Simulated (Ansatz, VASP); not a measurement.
## Hf in VASP and in Ansatz

The input INCAR:

```
ALGO = Normal ; EDIFF = 1E-6
ENCUT = 500 ; GGA = PE
GGA_COMPAT = False ; ISIF = 2
ISMEAR = 0 ; LASPH = True
LCHARG = True ; LELF = True
LREAL = False ; LVHAR = True
LWAVE = False ; NBANDS = 17
NELM = 120 ; PREC = Accurate
SIGMA = 0.15
```

KPOINTS

```
k-points
0
Gamma
  18 18 10
```

File POSCAR:

```
Hf
1.0
    3.2048170381      0.0000000000      0.0000000000
   -1.6024085190      2.7754529695      0.0000000000
    0.0000000000      0.0000000000      5.2704000000
Hf
2
Direct
    0.3333333333      0.6666666667      0.2500000000
    0.6666666667      0.3333333333      0.7500000000
```

Input for Ansatz:

```yaml
crystal:
  lattice:
    - [3.2048170381, 0.0, 0.0]
    - [-1.602408519, 2.7754529695, 0.0]
    - [0.0, 0.0, 5.2704]
  atoms:
    - { symbol: Hf, position: [0.3333333333, 0.6666666667, 0.25] }
    - { symbol: Hf, position: [0.6666666667, 0.3333333333, 0.75] }
basis:
  ecutwfc: 420
kpoints:
  mp_grid: { grid: [18, 18, 10] }
hamiltonian:
  xc: pbe
scf:
  occupations: { method: gaussian, width: 0.15 }
output:
  forces: true
  stress: true
  eigenvalues: true
```

Alike in both runs: task single point; functional PBE; k mesh 18 × 18 × 10; occupations gaussian, width 0.15 eV; no spin polarisation.

```csv
,VASP,Ansatz
version,VASP 6.6.1,Ansatz 0.2.0
potentials or method,"VASP PAW PBE potentials, release 64 (Hf_pv), cutoff 500 eV","scalar-relativistic, plane waves, PAW"
valence electrons in the cell,20,52
```

VASP gave:

* gap on the k mesh at the Fermi level (eV): none
* pressure (GPa): -4.4
* traceless stress, the component that is largest in VASP (GPa): -3.06

Task: What did Ansatz give for the same quantities?

Result: gap on the k mesh at the Fermi level (eV): none; pressure (GPa): -3.9; traceless stress, the component that is largest in VASP (GPa): -3.02.

A gap of «none» marks a metal or a gap that the smearing closes. The functional is the same, so the differences come from potentials, cutoffs and numerics. VASP's potentials hold 20 valence electrons a cell and Ansatz's 52, so a difference there can come from the potentials and not from the codes.

Spin-orbit coupling is off throughout.
